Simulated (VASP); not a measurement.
Runs of VASP 6.6.1 on GaSb. The structure is cubic, space group F-43m (No. 216). The conventional cell has a = 6.132 Å, b = 6.132 Å, c = 6.132 Å, α = 90.00°, β = 90.00°, γ = 90.00°. Ga (site symmetry -43m) has 4 Sb at 2.66 Å within 3.5 Å. Sb (site symmetry -43m) has 4 Ga at 2.66 Å within 3.5 Å. 

```tsv
level	k mesh	smearing	grid for exact exchange (PRECFOCK)	share of exact exchange	screening parameter	gap on the mesh (eV)	pressure (GPa)
PBE	6 × 6 × 6	fermi-dirac 0.02 eV	-	-	-	(b)	(c)
PBE-based global hybrid	4 × 4 × 4	fermi-dirac 0.02 eV	Normal	0.5	-	3.47	-4.0
HSE06	4 × 4 × 4	fermi-dirac 0.02 eV	Normal	-	0.2079 1/Å	0.85	-0.1
PBE-based screened hybrid	4 × 4 × 4	fermi-dirac 0.02 eV	Normal	0.35	0.3 1/Å	1.01	-0.7
PBE0	4 × 4 × 4	fermi-dirac 0.02 eV	Normal	-	-	(a)	-0.4
HSE06	4 × 4 × 4	methfessel-paxton 0.05 eV	Normal	-	0.2079 1/Å	0.85	-0.1
```

Alike in all rows: task single point; potentials or basis VASP PAW PBE potentials, release 64 (Ga_d, Sb); no spin polarisation; cell as given; cutoff (eV) 520.

Estimate the missing entries.

(a) 1.54; (b) none; (c) 2.1.

Caveats: some runs use coarse meshes; spin-orbit coupling is left out, which moves the levels of the heavy elements; the PAW data sets were made with another functional, which shifts forces and pressure a little (some runs).

A k mesh can miss the band edges, and the runs leave out spin-orbit coupling on Ga, Sb.
